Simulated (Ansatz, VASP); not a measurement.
TaH5: VASP beside Ansatz

Contents of INCAR:

```
  ALGO = Normal
  EDIFF = 1E-6
  ENCUT = 520
  GGA = PE
  ISIF = 2
  ISMEAR = 0
  LASPH = True
  LCHARG = True
  LELF = True
  LREAL = False
  LVHAR = True
  LWAVE = False
  NBANDS = 17
  NELM = 80
  PREC = Accurate
  SIGMA = 0.1
```

Contents of KPOINTS:

```
k-points
0
Gamma
  4 4 6
```

POSCAR

```
TaH5
1.0
    4.0610125200      0.0000000000      0.0000000000
    0.0000000000      4.0610125200      0.0000000000
    0.0000000000      0.0000000000      3.2491986600
Ta H
1 5
Direct
    0.5000000000      0.5000000000      0.0000000000
    0.1396780500      0.5000000000      0.0000000000
    0.8603219500      0.5000000000      0.0000000000
    0.5000000000      0.1396780500      0.0000000000
    0.5000000000      0.8603219500      0.0000000000
    0.0000000000      0.0000000000      0.5000000000
```

Input for Ansatz:

```yaml
crystal:
  lattice:
    - [4.06101252, 0.0, 0.0]
    - [0.0, 4.06101252, 0.0]
    - [0.0, 0.0, 3.24919866]
  atoms:
    - { symbol: Ta, position: [0.5, 0.5, 0.0] }
    - { symbol: H, position: [0.13967805, 0.5, 0.0] }
    - { symbol: H, position: [0.86032195, 0.5, 0.0] }
    - { symbol: H, position: [0.5, 0.13967805, 0.0] }
    - { symbol: H, position: [0.5, 0.86032195, 0.0] }
    - { symbol: H, position: [0.0, 0.0, 0.5] }
basis:
  ecutwfc: 420
kpoints:
  mp_grid: { grid: [4, 4, 6] }
hamiltonian:
  xc: pbe
scf:
  occupations: { method: gaussian, width: 0.1 }
  lower_state_search: "off"
output:
  forces: true
  stress: true
  eigenvalues: true
```

Alike in both runs: task single point; functional PBE; k mesh 4 × 4 × 6; occupations gaussian, width 0.1 eV; no spin polarisation.

```csv
,VASP,Ansatz
version,VASP 6.6.1,Ansatz 0.2.0
potentials or method,"VASP PAW PBE potentials, release 64 (Ta_pv, H), cutoff 520 eV","scalar-relativistic, plane waves, PAW"
valence electrons in the cell,16,18
```

```csv
,VASP,Ansatz,Ansatz less VASP
gap on the k mesh at the Fermi level (eV),none,none,-
rms of the force components (eV/Å),3.890,3.873,-0.0173
```

Atom by atom the forces differ by 0.017 eV/Å (rms over components). A gap of «none» marks a metal or a gap that the smearing closes. The functional is the same, so the differences come from potentials, cutoffs and numerics. VASP's potentials hold 16 valence electrons a cell and Ansatz's 18, so a difference there can come from the potentials and not from the codes.

The k mesh is coarse, so the values compare programs but aren't converged. Spin-orbit coupling is off throughout.
